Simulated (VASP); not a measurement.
Here is a VASP 6.6.1 calculation.

POSCAR

```
HfO2
1.0
    3.5768243315      0.0000000000      0.0000000000
    0.0000000000      3.5768243315      0.0000000000
    0.0000000000      0.0000000000      5.2026739475
Hf O
2 4
Direct
    0.5000000000      0.5000000000      0.5000000000
    0.0000000000      0.0000000000      0.0000000000
    0.0000000000      0.5000000000      0.7826575200
    0.5000000000      0.0000000000      0.8038364645
    0.5000000000      0.0000000000      0.3038364645
    0.0000000000      0.5000000000      0.1961635355
```

The input INCAR.step1:

```
PREC = Accurate
ENCUT = 520
ISMEAR = 0
SIGMA = 0.05
LREAL = False
LASPH = True
NELM = 60
NBANDS = 31
GGA = PE
ALGO = Normal
EDIFF = 1E-4
LWAVE = True
LCHARG = False
```

The input INCAR.step2:

```
PREC = Accurate
ENCUT = 520
EDIFF = 1E-6
ISMEAR = 0
SIGMA = 0.05
LREAL = False
LASPH = True
NELM = 60
ALGO = Normal
ISIF = 2
LWAVE = False
LCHARG = False
METAGGA = R2SCAN
LMIXTAU = True
NBANDS = 31
ISTART = 1
```

File KPOINTS:

```
Automatic mesh
0
Gamma
  6 6 6
```

Potentials or basis: VASP PAW PBE potentials, release 64 (Hf_pv, O).

Run with:

```bash
$ cat potpaw_PBE.64/Hf_pv/POTCAR potpaw_PBE.64/O/POTCAR > POTCAR
$ cp INCAR.step1 INCAR
$ mpirun -np 1 vasp_std > vasp.out
$ cp INCAR.step2 INCAR
$ mpirun -np 1 vasp_std > vasp.out
```

Q: What does it give for the band gap on the k mesh?

A: 3.43 eV (least direct gap 3.53 eV).

Q: Predict the largest force.

A: 6.154 eV/Å.

Stress tensor (GPa, compression positive):
```
-7.23  0.00  0.00
 0.00  6.40  0.00
 0.00  0.00 -2.77
```

Caveat: the cell differs from its parent crystal (atom 3 (O) moved by (+0.000, +0.450) A along y and z); the stress differs along the axes, from -7 to 6 GPa; the PAW data sets were made with another functional, which shifts forces and pressure a little; spin-orbit coupling is left out, which moves the levels of the heavy elements. A k mesh can miss the band edges.
